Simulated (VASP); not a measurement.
Set up this calculation in VASP 6.6.1, as the native input.

```yaml
Task: single point
Functional: PBE
Potentials_or_basis: VASP PAW PBE potentials, release 64 (Cd, S, Hg)
Cutoff: 520 eV
k_mesh: 6 × 6 × 6
Occupations: gaussian, width 0.01 eV
Spin: no spin polarisation
Dipole_correction: no
Further_INCAR_settings: ALGO = Normal; EDIFF = 1e-06; NBANDS = 46
```

The structure of Cd3HgS4 lies in POSCAR:

```
Cd3HgS4
1.0
   -2.9409952257      2.9409952257      5.8828483063
    2.9409952257     -2.9409952257      5.8828483063
    2.9409952257      2.9409952257     -5.8828483063
Cd S Hg
3 4 1
Direct
    0.7500000000      0.2500000000      0.5000000000
    0.5000000000      0.5000000000      0.0000000000
    0.2500000000      0.7500000000      0.5000000000
    0.1260947508      0.6219475268      0.0000000000
    0.8739052492      0.8739052492      0.4958527761
    0.6219475268      0.1260947508      0.0000000000
    0.3780524732      0.3780524732      0.5041472239
    0.0000000000      0.0000000000      0.0000000000
```

These files were run (other wordings do the same):

INCAR

```
PREC     = Accurate       # precision mode
ENCUT    = 520            # plane-wave cutoff, eV
EDIFF    = 1E-6           # SCF threshold, eV
ISMEAR   = 0              # smearing method
SIGMA    = 0.01           # smearing width, eV
LREAL    = F              # projectors in reciprocal space
LASPH    = T              # aspherical terms in the spheres
NELM     = 100            # most SCF steps
ALGO     = Normal         # electronic algorithm
ISIF     = 2              # what is computed and relaxed
LWAVE    = F              # write WAVECAR
LCHARG   = T              # write CHGCAR
GGA      = PE             # functional
LELF     = T              # ELF
LVHAR    = T            
NBANDS   = 46             # bands
```

KPOINTS

```
regular mesh
0
Gamma
  6 6 6
```

Potentials or basis: VASP PAW PBE potentials, release 64 (Cd, S, Hg).

Run with:

```console
$ cat potpaw_PBE.64/Cd/POTCAR potpaw_PBE.64/S/POTCAR potpaw_PBE.64/Hg/POTCAR > POTCAR
$ mpirun -np 1 vasp_std > vasp.out
```

It gave:

```json
{"Pressure": "2.1 GPa", "Largest force": "0.003 eV/Å", "Band gap on the k mesh": "0.69 eV"}
```

Caveat: spin-orbit coupling is left out, which moves the levels of the heavy elements.

Run time: 4.5 min on 1 thread of Intel(R) Xeon(R) 6975P-C (Granite Rapids), with other jobs on the host, peak memory 0.53 GiB.
